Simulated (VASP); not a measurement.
Wanted: the native input for a VASP 6.6.1 run.

| Item | Value |
| --- | --- |
| Task | single point |
| Functional | PBE |
| Potentials or basis | VASP PAW PBE potentials, release 64 (Al, Ru_pv) |
| Cutoff | 520 eV |
| k mesh | 3 × 3 × 3 |
| Occupations | gaussian, width 0.1 eV |
| Spin | no spin polarisation |
| Dipole correction | no |
| Further INCAR settings | ALGO = Normal; EDIFF = 1e-06; NBANDS = 44; ISYM = 0 |

The structure of AlRu lies in POSCAR:

```
AlRu
1.0
    4.9100415812     -0.0020329410      0.1454271207
    0.0003478008      4.3660630599      0.0243270639
    0.1334231367     -0.0242898557      5.2167345062
Al Ru
4 4
Direct
    0.8181075351      0.1017530854      0.5430763991
    0.0751496241      0.6015659275      0.1609918839
    0.5994338844      0.6016398801      0.8535951342
    0.2938336493      0.1016552759      0.8504760335
    0.0941844603      0.6017166317      0.6664156530
    0.3158332095      0.1016471916      0.3468897953
    0.7990947640      0.1016064122      0.0376457794
    0.5774178238      0.6016968512      0.3571537926
```

One way to write it, as run:

INCAR

```
PREC = Accurate
ENCUT = 520
EDIFF = 1E-6
ISMEAR = 0
SIGMA = 0.1
LREAL = F
LASPH = T
NELM = 100
ALGO = Normal
ISIF = 2
LWAVE = F
LCHARG = T
GGA = PE
LELF = T
LVHAR = T
NBANDS = 44
ISYM = 0
```

KPOINTS

```
Automatic mesh
0
Gamma
  3 3 3
```

Potentials or basis: VASP PAW PBE potentials, release 64 (Al, Ru_pv).

Run with:

```sh
$ cat potpaw_PBE.64/Al/POTCAR potpaw_PBE.64/Ru_pv/POTCAR > POTCAR
$ mpirun -np 1 vasp_std > vasp.out
```

It gave:

| Item | Value |
| --- | --- |
| Pressure | -0.1 GPa |
| Largest force | 0.038 eV/Å |
| Band gap on the k mesh | zero (band 34 reaches 10.63 eV, above the bottom of band 35 at 10.43 eV) |

Caveat: the k points lie up to 0.48 Å⁻¹ apart.

It took 65 s on 1 thread of Intel(R) Xeon(R) Platinum 8488C (Sapphire Rapids), with other jobs on the host, peak memory 0.23 GiB.
